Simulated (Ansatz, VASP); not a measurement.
# CS2 in VASP and in Ansatz

```
CELL_PARAMETERS angstrom
9.28318 0.00000 0.00000
0.00000 9.28318 0.00000
0.00000 0.00000 9.28318
ATOMIC_POSITIONS crystal
S 0.56021 0.26416 0.72600
S 0.65172 0.16980 0.41565
S 0.91009 0.59455 0.46587
S 0.95507 0.38413 0.72565
S 0.31276 0.96554 0.26131
S 0.52552 0.84488 0.03057
S 0.93318 0.87700 0.21332
S 0.81148 0.13082 0.02868
S 0.55010 0.73044 0.53269
S 0.30042 0.52348 0.44330
S 0.00092 0.46926 0.11014
S 0.66551 0.50130 0.09325
S 0.21799 0.14697 0.89717
S 0.13018 0.04383 0.58933
S 0.85066 0.79528 0.80774
S 0.17463 0.72264 0.86003
C 0.60610 0.21693 0.57084
C 0.93235 0.48850 0.59551
C 0.41868 0.90488 0.14572
C 0.87154 0.00413 0.12158
C 0.42534 0.62687 0.48805
C 0.83325 0.48557 0.10121
C 0.17556 0.09518 0.74286
C 0.01250 0.75879 0.83460
```

Alike in both runs: functional PBE; dispersion D3(BJ); k mesh 1 × 1 × 1; occupations fermi-dirac, width 0.02 eV; no spin polarisation.

Ansatz relaxed the structure, and its values are those at the end. VASP's run is a single point on that final structure, the one shown.

|  | VASP | Ansatz |
| --- | --- | --- |
| version | VASP 6.6.1 | Ansatz 0.2.0 |
| potentials or method | VASP PAW PBE potentials, release 64 (S, C_h), cutoff 1000 eV | scalar-relativistic, plane waves, PAW |
| valence electrons in the cell | 128 | 128 |

VASP gave:

```
rms of the force components (eV/Å) : 0.197
```

**Question.** What did Ansatz give for the same quantities?

**Answer.** rms of the force components (eV/Å): 0.081.

One of these differences is far larger than is usual between the two programs; its cause wasn't traced.
